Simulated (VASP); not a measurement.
# Sr (P1) in VASP: single point with PBE

Aim: the single point of Sr with PBE.

All numbers are computed with VASP 6.6.1; they aren't measurements. Logs are shortened: lines on timing, memory, paths and dates and some standing lists are left out, and cuts for length are marked.

### Step 1. The cell of the first run

The typed cell holds 3 atoms: a = 4.370 Å, b = 4.332 Å, c = 10.932 Å, α = 101.65°, β = 101.29°, γ = 59.97°.

### Step 2. Single point, PBE (atoms moved at random and the cell strained at random)

INCAR reads:

```
SYSTEM = Sr
PREC = Accurate ; ENCUT = 520
EDIFF = 1E-6 ; ISMEAR = 0
SIGMA = 0.1 ; LREAL = .FALSE.
LASPH = .TRUE. ; NELM = 100
ALGO = Normal ; ISIF = 2
LWAVE = .FALSE. ; LCHARG = .FALSE.
GGA = PE ; NBANDS = 22
```

KPOINTS reads:

```
regular mesh
0
G
  10 10 4
  0 0 0
```

POSCAR reads:

```
Sr
1.0
    3.7793803722     -2.1931930658      0.0130210772
    3.7577440267      2.1557556538     -0.0018647285
   -2.5259072628     -0.0237710672     10.6364854835
Sr
3
Direct
    0.0418221556     -0.0565539772      0.4761014784
    0.1826973377      0.2559860546      0.1700204482
    0.7754828176      0.8005656117      0.8538780734
```

Potentials or basis: VASP PAW PBE potentials, release 64 (Sr_sv).

Run with:

```bash
$ cat potpaw_PBE.64/Sr_sv/POTCAR > POTCAR
$ mpirun -np 1 vasp_std > vasp.out
```

OUTCAR:

```text
SYSTEM = Sr
   PREC = Accurate
   ENCUT = 520
   EDIFF = 1E-6
   ISMEAR = 0
   LREAL = .FALSE.
   LASPH = .TRUE.
   NELM = 100
   ISIF = 2
   GGA = PE

 ion  position               nearest neighbor table
   1  0.042  0.943  0.476-   2 3.92   2 4.11   2 4.35   3 4.65   3 4.74   3 4.85
   2  0.183  0.256  0.170-   1 3.92   1 4.11   3 4.17   3 4.17   3 4.26   1 4.35
   3  0.775  0.801  0.854-   2 4.17   2 4.17   2 4.26   1 4.65   1 4.74   1 4.85

  LATTYP: Found a triclinic cell.
 ALAT       =     4.3490280160
 B/A-ratio  =     0.9961298098
 C/A-ratio  =     2.5177579266
 COS(alpha) =     0.0018732404
 COS(beta)  =     0.2063609184
 COS(gamma) =     0.4932897290

  Lattice vectors:

 A1 = (  -0.0216363455,   4.3489487196,  -0.0148858057)
 A2 = (   3.7577440267,   2.1557556538,  -0.0018647285)
 A3 = (  -1.2534731094,   2.2169641330, -10.6495065607)

Analysis of symmetry for initial positions (statically):
=====================================================================
 Subroutine PRICEL returns:
 Original cell was already a primitive cell.

 Routine SETGRP: Setting up the symmetry group for a
 triclinic supercell.

 Subroutine GETGRP returns: Found  1 space group operations
 (whereof  1 operations were pure point group operations)
 out of a pool of  2 trial point group operations.

The static configuration has the point symmetry C_1 .

Analysis of symmetry for dynamics (positions and initial velocities):
=====================================================================
 Subroutine PRICEL returns:
 Original cell was already a primitive cell.

 Routine SETGRP: Setting up the symmetry group for a
 triclinic supercell.

 Subroutine GETGRP returns: Found  1 space group operations
 (whereof  1 operations were pure point group operations)
 out of a pool of  2 trial point group operations.

The dynamic configuration has the point symmetry C_1 .

 Subroutine INISYM returns: Found  1 space group operations
 (whereof  1 operations are pure point group operations),
 and found     1 'primitive' translations

----------------------------------------------------------------------------------------

                                     Primitive cell

  volume of cell :     174.3793

  direct lattice vectors                    reciprocal lattice vectors
[... 84 lines left out ...]
   LNONCOLLINEAR =      F non collinear calculations
   LSORBIT =      F    spin-orbit coupling
   LASPH  =      T    aspherical Exc in radial PAW
   ENCUT  =  520.0 eV  38.22 Ry    6.18 a.u.   8.12  8.06 20.33*2*pi/ulx,y,z
   NELM   =    100;   NELMIN=  2; NELMDL= -5     # of ELM steps
   EDIFF  = 0.1E-05   stopping-criterion for ELM
   LREAL  =      F    real-space projection
   EDIFFG = 0.1E-04   stopping-criterion for IOM
   NSW    =      0    number of steps for IOM
   IBRION =     -1    ionic relax: 0-MD 1-quasi-New 2-CG
   NFREE  =      0    steps in history (QN), initial steepest desc. (CG)
   ISIF   =      2    stress and relaxation
   ISYM   =      2    0-nonsym 1-usesym 2-fastsym
   POTIM  = 0.5000    time-step for ionic-motion
   TEBEG  =    0.0;   TEEND  =   0.0 temperature during run
   PSTRESS=    0.0 pullay stress
   NELECT =      30.0000    total number of electrons
   NUPDOWN=      -1.0000    fix difference up-down
   EMIN   =  10.00;   EMAX   =-10.00  energy-range for DOS
   EFERMI =   0.00;   METHOD = LEGACY
   ISMEAR =     0;   SIGMA  =   0.10  broadening in eV -4-tet -1-fermi 0-gaus
   EFERMI_NEDOS =   21; number of points for ismear=-14 and -15
   IALGO  =     38    algorithm
   IMIX   =      4    mixing-type and parameters
     AMIX     =   0.40;   BMIX     =  1.00
     AMIX_MAG =   1.60;   BMIX_MAG =  1.00
  volume/ion in A,a.u.               =      58.13       392.26
  Fermi-wavevector in a.u.,A,eV,Ry     =   0.910508  1.720610 11.279559  0.829024
  Thomas-Fermi vector in A             =   2.034678
   LORBIT       =      0    0 simple, 1 ext, 2 COOP (PROOUT), +10 PAW based schemes
   GGA     = PE    functional components
   LHFCALC =     F    Hartree Fock is set to
   AEXX    =    0.0000 exact exchange contribution
   IVDW    =     0    specifies the selected vdW correction
   LEPSILON=     F    determine dielectric tensor
   LRPA    =     F    only Hartree local field effects (RPA)
 non-spin polarized calculation
 Gauss-broadening in eV      SIGMA  =   0.10
  energy-cutoff  :      520.00
  volume of cell :      174.38
 maximum number of plane-waves:      4720
   NGX = 17   NGY = 17   NGZ = 41

 number of electron      30.0000000 magnetization

 Free energy of the ion-electron system (eV)
  ---------------------------------------------------
  ext. energy  EPLUGINS =         0.00000000
  ---------------------------------------------------
  free energy    TOTEN  =        -4.77630883 eV

  energy without entropy =       -4.75326848  energy(sigma->0) =       -4.76478865

 E-fermi :   1.4155     XC(G=0):  -7.1712

 val. band max:        1.4140699817   @ k =   0.3000  -0.4000   0.2500
 cond. band min:       1.4160073280   @ k =   0.0000   0.1000   0.5000
 fundamental gap:      0.0019373463
 Fermi energy:         1.4155040056

 k-point     1 :       0.0000    0.0000    0.0000
  band No.  band energies     occupation
      1     -35.4131      2.00000
      2     -35.3686      2.00000
      3     -35.1639      2.00000
      4     -17.4092      2.00000
      5     -17.3854      2.00000
      6     -17.3228      2.00000
[... 589 lines left out ...]
     21       3.0245      0.00000
     22       3.5023      0.00000

 [... further k-points ...]

------------------------ aborting loop because EDIFF is reached ----------------------------------------

  FORCE on cell =-STRESS in cart. coord.  units (eV):
  Direction    XX          YY          ZZ          XY          YZ          ZX
  --------------------------------------------------------------------------------------
  -------------------------------------------------------------------------------------
  Total       -0.4873845     -0.6109312      0.0641729      0.3055334      0.1283789      0.1310820
  in kB       -4.4780333     -5.6131668      0.5896131      2.8072058      1.1795306      1.2043662
  external PRESSURE =      -3.1671957 kB  Pullay stress =       0.0000000 kB

 VOLUME and BASIS-vectors are now :
 -----------------------------------------------------------------------------
  energy-cutoff  :      520.00
  volume of cell :      174.38
      direct lattice vectors                 reciprocal lattice vectors
     3.779380372 -2.193193066  0.013021077     0.131492773 -0.229181312  0.030714155
     3.757744027  2.155755654 -0.001864728     0.133774794  0.230716671  0.032283888
    -2.525907263 -0.023771067 10.636485483    -0.000137519  0.000321009  0.093984077

 POSITION                                       TOTAL-FORCE (eV/Angst)
 -----------------------------------------------------------------------------------
      2.50070      1.93080      5.06283         0.022323      0.110214      0.452359
      1.22296      0.14711      1.81032        -0.016530     -0.107407     -0.129077
      3.78235      0.00474      9.09087        -0.005793     -0.002808     -0.323282
 -----------------------------------------------------------------------------------
    total drift:                                0.000004      0.000111     -0.000041

  FREE ENERGIE OF THE ION-ELECTRON SYSTEM (eV)
  ---------------------------------------------------
  free  energy   TOTEN  =        -4.7763088263 eV

  energy  without entropy=       -4.7532684761  energy(sigma->0) =       -4.76478865
```

Wall time 5.7 min (1 thread of AMD EPYC 9R45 (Zen 5), shared host); peak memory 0.69 GiB.

Results:

| Property | Result |
| --- | --- |
| Free energy | -4.7763 eV |
| Pressure | -0.3 GPa |
| Largest force | 0.466 eV/Å |
| Band gap on the k mesh | zero (band 15 reaches 1.51 eV, above the bottom of band 16 at 1.38 eV) |

Forces in eV/Å, atoms in the order of the input:
```
Sr   0.022  0.110  0.452
Sr  -0.017 -0.107 -0.129
Sr  -0.006 -0.003 -0.323
```

Stress tensor (GPa, compression positive):
```
-0.45  0.28  0.12
 0.28 -0.56  0.12
 0.12  0.12  0.06
```

Caveat: the cell differs from its parent crystal (atoms moved at random and the cell strained at random).
